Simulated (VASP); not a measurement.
Wanted: the native input for a VASP 6.6.1 run.

```yaml
Task: single point
Functional: PBE
Potentials_or_basis: VASP PAW PBE potentials, release 64 (Ge_d)
Cutoff: 520 eV
k_mesh: 9 × 9 × 1
Occupations: gaussian, width 0.1 eV
Spin: no spin polarisation
Dipole_correction: yes
Further_INCAR_settings: ALGO = Normal; EDIFF = 1e-06; NBANDS = 66
```

The structure of Ge lies in POSCAR:

```
Ge
1.0
    4.0736913413      0.0000000000      0.0000000000
   -2.0368456706      3.5279201887      0.0000000000
    0.0000000000      0.0000000000     17.8100039188
Ge
8
Direct
    0.3333333333      0.6666666667      0.1965187664
    0.0000000000      0.0000000000      0.2432081870
    0.0000000000      0.0000000000      0.3832764486
    0.6666666667      0.3333333333      0.4299658692
    0.6666666667      0.3333333333      0.5700341308
    0.3333333333      0.6666666667      0.6167235514
    0.3333333333      0.6666666667      0.7567918130
    0.0000000000      0.0000000000      0.8034812336
```

The input as run:

INCAR

```
PREC     = Accurate       # precision mode
ENCUT    = 520            # plane-wave cutoff, eV
EDIFF    = 1E-6           # SCF threshold, eV
ISMEAR   = 0              # smearing method
SIGMA    = 0.1            # smearing width, eV
LREAL    = False          # projectors in reciprocal space
LASPH    = True           # aspherical terms in the spheres
NELM     = 60             # most SCF steps
ALGO     = Normal         # electronic algorithm
ISIF     = 2              # what is computed and relaxed
LWAVE    = False          # write WAVECAR
LCHARG   = False          # write CHGCAR
LDIPOL   = True         
IDIPOL   = 3            
DIPOL    = 0.5 0.5 0.500
GGA      = PE             # functional
NBANDS   = 66             # bands
```

KPOINTS

```
regular mesh
0
Gamma
  9 9 1
```

Potentials or basis: VASP PAW PBE potentials, release 64 (Ge_d).

Run with:

```bash
$ cat potpaw_PBE.64/Ge_d/POTCAR > POTCAR
$ mpirun -np 1 vasp_std > vasp.out
```

Results of the run:

The largest force is 0.374 eV/Å and the band gap on the k mesh is zero (bands 56 and 57 overlap by 0.28 eV).

Wall time 2.1 min on 1 thread of AMD EPYC 9R45 96-Core Processor (Zen 5) (shared host), peak memory 0.37 GiB.
